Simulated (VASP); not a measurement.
Crystal: Si3Bi.

```
Si Bi
1.0
     0.00000    3.47276    3.47276
     3.47276    0.00000    3.47276
     3.47276    3.47276    0.00000
Si Bi
3 1
Direct
  0.25000 0.25000 0.25000
  0.75000 0.75000 0.75000
  0.50000 0.50000 0.50000
  0.00000 0.00000 0.00000
```

The cell was generated, and may not be a known phase.

```yaml
Program: VASP 6.6.1
Task: relaxation of cell and atoms
Functional: PBE
Potentials_or_basis: VASP PAW PBE potentials, release 64 (Si, Bi_d)
Cutoff: 600 eV
k_mesh: 4 × 4 × 4
Occupations: gaussian, width 0.1 eV
Spin: no spin polarisation
```

At the start: pressure -4.9 GPa; volume 20.94 Å³/atom.

Question: How do energy, volume and symmetry change on relaxing?

Answer: Over 3 steps the energy falls by 27.6 meV/atom and the volume is 19.20 Å³/atom (-8.3 %); space group Fm-3m (No. 225, to 0.1 Å) before and after.

The path:
| step | energy change (eV) | largest force (eV/Å) | pressure (GPa) | volume (Å³) |
| --- | --- | --- | --- | --- |
| 1 | 0.0000 | 0.0000 | -4.94 | 83.76 |
| 2 | -0.1093 | 0.0000 | 0.51 | 76.17 |
| 3 | -0.1102 | 0.0000 | -0.03 | 76.80 |

Final structure:
```yaml
crystal:
  lattice:
    - [0.00000, 3.37376, 3.37376]
    - [3.37376, 0.00000, 3.37376]
    - [3.37376, 3.37376, 0.00000]
  atoms:
    - { symbol: Si, position: [0.25000, 0.25000, 0.25000] }
    - { symbol: Si, position: [0.75000, 0.75000, 0.75000] }
    - { symbol: Si, position: [0.50000, 0.50000, 0.50000] }
    - { symbol: Bi, position: [0.00000, 0.00000, 0.00000] }
```

Caveat: the k points lie up to 0.40 Å⁻¹ apart in the final cell; the highest band is partly filled, so the run has too few bands.
